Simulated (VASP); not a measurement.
Here is a VASP 6.6.1 calculation.

File INCAR:

```
SYSTEM = LiH
PREC = Accurate ; ENCUT = 520
EDIFF = 1E-7 ; ISMEAR = -1
SIGMA = 0.03 ; LREAL = .False.
LASPH = .True. ; NELM = 100
ALGO = Normal ; ISIF = 2
LWAVE = .False. ; LCHARG = .False.
GGA = PE ; NBANDS = 9
```

The input KPOINTS:

```
Automatic mesh
0
Gamma
  11 11 11
  0 0 0
```

Contents of POSCAR:

```
LiH
1.0
    0.0000000000      2.0459606572      2.0459606572
    2.0459606572      0.0000000000      2.0459606572
    2.0459606572      2.0459606572      0.0000000000
Li H
1 1
Direct
    0.0000000000      0.0000000000      0.0000000000
    0.5000000000      0.5000000000      0.5000000000
```

Potentials or basis: VASP PAW PBE potentials, release 64 (Li_sv, H).

Launch:

```bash
$ cat potpaw_PBE.64/Li_sv/POTCAR potpaw_PBE.64/H/POTCAR > POTCAR
$ mpirun -np 1 vasp_std > vasp.out
```

Task: Predict the band gap on the k mesh.

Result: 3.21 eV, direct.

 A k mesh can miss the band edges.
